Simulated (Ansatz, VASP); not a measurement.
One calculation of C, two programs

INCAR

```
ALGO     = Normal         # electronic algorithm
EDIFF    = 1E-7           # SCF threshold, eV
ENCUT    = 520            # plane-wave cutoff, eV
GGA      = PE             # functional
ISIF     = 2              # what is computed and relaxed
ISMEAR   = 0              # smearing method
LASPH    = T              # aspherical terms in the spheres
LCHARG   = F              # write CHGCAR
LREAL    = F              # projectors in reciprocal space
LWAVE    = F              # write WAVECAR
NBANDS   = 11             # bands
NELM     = 100            # most SCF steps
PREC     = Accurate       # precision mode
SIGMA    = 0.05           # smearing width, eV
```

KPOINTS

```
k-points
0
Gamma
  12 12 12
```

POSCAR

```
C
1.0
    0.0927056575      1.8309367356      1.8309367356
    1.8309367356      0.0927056575      1.8309367356
    1.8309367356      1.8309367356      0.0927056575
C
2
Direct
    0.5000000000      0.5000000000      0.5000000000
    0.7500000000      0.7500000000      0.7500000000
```

Input for Ansatz:

```yaml
crystal:
  lattice:
    - [0.0927056575, 1.8309367356, 1.8309367356]
    - [1.8309367356, 0.0927056575, 1.8309367356]
    - [1.8309367356, 1.8309367356, 0.0927056575]
  atoms:
    - { symbol: C, position: [0.5, 0.5, 0.5] }
    - { symbol: C, position: [0.75, 0.75, 0.75] }
basis:
  ecutwfc: 420
kpoints:
  mp_grid: { grid: [12, 12, 12] }
hamiltonian:
  xc: pbe
scf:
  occupations: { method: gaussian, width: 0.05 }
output:
  forces: true
  stress: true
  eigenvalues: true
```

Alike in both runs: task single point; functional PBE; k mesh 12 × 12 × 12; occupations gaussian, width 0.05 eV; no spin polarisation.

```csv
,VASP,Ansatz
version,VASP 6.6.1,Ansatz 0.2.0
potentials or method,"VASP PAW PBE potentials, release 64 (C), cutoff 520 eV","scalar-relativistic, plane waves, PAW"
valence electrons in the cell,8,8
```

```tsv
	VASP	Ansatz	Ansatz less VASP
gap on the k mesh at the Fermi level (eV)	3.70	3.70	+0.002
least direct gap on the mesh (eV)	3.70	3.70	+0.002
pressure (GPa)	5.6	4.9	-0.71
traceless stress, the component that is largest in VASP (GPa)	-27.91	-27.75	+0.163
rms of the force components (eV/Å)	0.025	0.038	+0.0125
```

Atom by atom the forces differ by 0.013 eV/Å (rms over components). With one functional, cell and mesh, what is left measures potentials, basis and numerics.
